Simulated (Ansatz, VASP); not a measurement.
## One calculation of Zn3GeO, two programs

```
Zn Ge O
1.0
     4.15588    0.00000    0.00000
     0.00000    4.15588    0.00000
     0.00000    0.00000    4.15588
Zn Ge O
3 1 1
Direct
  0.50000 0.50000 0.00000
  0.00000 0.50000 0.50000
  0.50000 0.00000 0.50000
  0.00000 0.00000 0.00000
  0.50000 0.50000 0.50000
```

Alike in both runs: functional PBEsol; k mesh 8 × 8 × 8; occupations fermi-dirac, width 0.15 eV; no spin polarisation.

Ansatz relaxed the structure, and its values are those at the end. VASP's run is a single point on that final structure, the one shown.

|  | VASP | Ansatz |
| --- | --- | --- |
| version | VASP 6.6.1 | Ansatz 0.2.0 |
| potentials or method | VASP PAW PBE potentials, release 64 (Zn, Ge_d, O), cutoff 520 eV | scalar-relativistic, plane waves, PAW |
| valence electrons in the cell | 56 | 56 |

VASP gave:

| Quantity | Value |
| --- | --- |
| gap on the k mesh at the Fermi level (eV) | none |
| pressure (GPa) | 0.5 |

Task: What did Ansatz give for the same quantities?

Result: gap on the k mesh at the Fermi level (eV): none; pressure (GPa): 0.0.

VASP's potentials were made for PBE, not for PBEsol. A gap of «none» marks a metal or a gap that the smearing closes.
